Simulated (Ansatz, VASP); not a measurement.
## Two plane-wave programs on BaTiO3

INCAR

```
ALGO = Normal
EDIFF = 1E-6
ENCUT = 520
GGA = PE
ISIF = 2
ISMEAR = 0
LASPH = True
LCHARG = False
LDAU = True
LDAUJ = 0 0 0
LDAUL = -1 2 -1
LDAUPRINT = 1
LDAUTYPE = 2
LDAUU = 0 7 0
LMAXMIX = 4
LREAL = False
LWAVE = False
NBANDS = 28
NELM = 150
PREC = Accurate
SIGMA = 0.01
```

File KPOINTS:

```
k-points
0
Gamma
  4 4 4
```

Contents of POSCAR:

```
BaTiO3
1.0
    3.9998000000      0.0000000000      0.0000000000
    0.0000000000      3.9998000000      0.0000000000
    0.0000000000      0.0000000000      4.0180000000
Ba Ti O
1 1 3
Direct
    0.0000000000      0.0000000000      0.0000000000
    0.5000000000      0.5000000000      0.4900000000
    0.5000000000      0.5000000000      0.0190000000
    0.5000000000      0.0000000000      0.5170000000
    0.0000000000      0.5000000000      0.5170000000
```

Input for Ansatz:

```yaml
crystal:
  lattice:
    - [3.9998, 0.0, 0.0]
    - [0.0, 3.9998, 0.0]
    - [0.0, 0.0, 4.018]
  atoms:
    - { symbol: Ba, position: [0.0, 0.0, 0.0] }
    - { symbol: Ti, position: [0.5, 0.5, 0.49] }
    - { symbol: O, position: [0.5, 0.5, 0.019] }
    - { symbol: O, position: [0.5, 0.0, 0.517] }
    - { symbol: O, position: [0.0, 0.5, 0.517] }
kpoints:
  mp_grid:
    grid: [4, 4, 4]
    shift: [0.0, 0.0, 0.0]
hamiltonian:
  xc: pbe
  hubbard:
    - { species: Ti, l: d, u_eff: 7.0 }
scf:
  occupations:
    method: fixed
output:
  eigenvalues: true
```

Alike in both runs: task single point; functional PBE; k mesh 4 × 4 × 4; no spin polarisation; Hubbard terms Ti d U = 7.0 eV.

```csv
,VASP,Ansatz
version,VASP 6.6.1,Ansatz 0.2.0
potentials or method,"VASP PAW PBE potentials, release 64 (Ba_sv, Ti_sv, O)","plane waves, PAW"
plane-wave cutoff (eV),520,420
occupations,"gaussian, width 0.01 eV",fixed
valence electrons in the cell,40,40
```

VASP gave:

| Item | Value |
| --- | --- |
| gap on the k mesh at the Fermi level (eV) | 2.65 |

Question: Which values does Ansatz return?

Answer: gap on the k mesh at the Fermi level (eV): 2.76.

The programs project onto different local orbitals, so the same U acts differently, and such runs can settle in different states.

Neither program's run includes spin-orbit coupling.
